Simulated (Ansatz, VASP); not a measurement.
This is a calculation of Rh for VASP 6.6.1.

The input INCAR:

```
SYSTEM = Rh
PREC = Accurate
ENCUT = 600
EDIFF = 1E-7
ISMEAR = -1
SIGMA = 0.05
LREAL = .False.
LASPH = .True.
NELM = 80
ALGO = Normal
ISIF = 3
LWAVE = .False.
LCHARG = .False.
GGA = PS
IVDW = 12
IBRION = 2
NSW = 80
EDIFFG = -0.005
```

KPOINTS

```
regular mesh
0
Gamma
  12 12 12
  0 0 0
```

File POSCAR:

```
Rh
1.0
    0.0000000000      1.8978500000      1.8978500000
    1.8978500000      0.0000000000      1.8978500000
    1.8978500000      1.8978500000      0.0000000000
Rh
1
Direct
    0.0000000000      0.0000000000      0.0000000000
```

Potentials or basis: VASP PAW PBE potentials, release 64 (Rh_pv).

Command:

```bash
$ cat potpaw_PBE.64/Rh_pv/POTCAR > POTCAR
$ mpirun -np 1 vasp_std > vasp.out
```

Task: Translate it to Ansatz 0.2.0. Potentials there: all-electron LAPW, scalar-relativistic.

Result: As run (the cutoff follows the program's own potentials):

input.yaml

```yaml
crystal:
  lattice:
    - [0.0, 1.89785, 1.89785]
    - [1.89785, 0.0, 1.89785]
    - [1.89785, 1.89785, 0.0]
  atoms:
    - { symbol: Rh, position: [0.0, 0.0, 0.0] }
kpoints:
  mp_grid: { grid: [12, 12, 12] }
scf:
  occupations: { method: fermi_dirac, width: 0.05 }
hamiltonian:
  xc: pbesol
  dispersion: d3bj
  pseudopotentials: { kind: all_electron, lapw: { basis_error: 0.001 } }
output:
  forces: true
  stress: true
relax:
  f_tol: 0.005
  max_steps: 60
  cell: {}
```

Potentials or basis: all-electron LAPW, scalar-relativistic.

Command:

```bash
$ ansatz run input.yaml --threads 1 --pin off --max-ram 3072MiB --backend cpu --events-out ev --progress --plain --runs-dir out
```

Both were run:

|  | VASP | Ansatz | Ansatz less VASP |
| --- | --- | --- | --- |
| relaxed volume (Å³/atom) | 13.16 | 13.17 | +0.007 |
| relaxed cell length with the largest relative difference (Å) | 2.650 | 2.650 | +0.0005 |

VASP's potentials were made for PBE, not for PBEsol. Ansatz ran all-electron here, and VASP with PAW potentials.
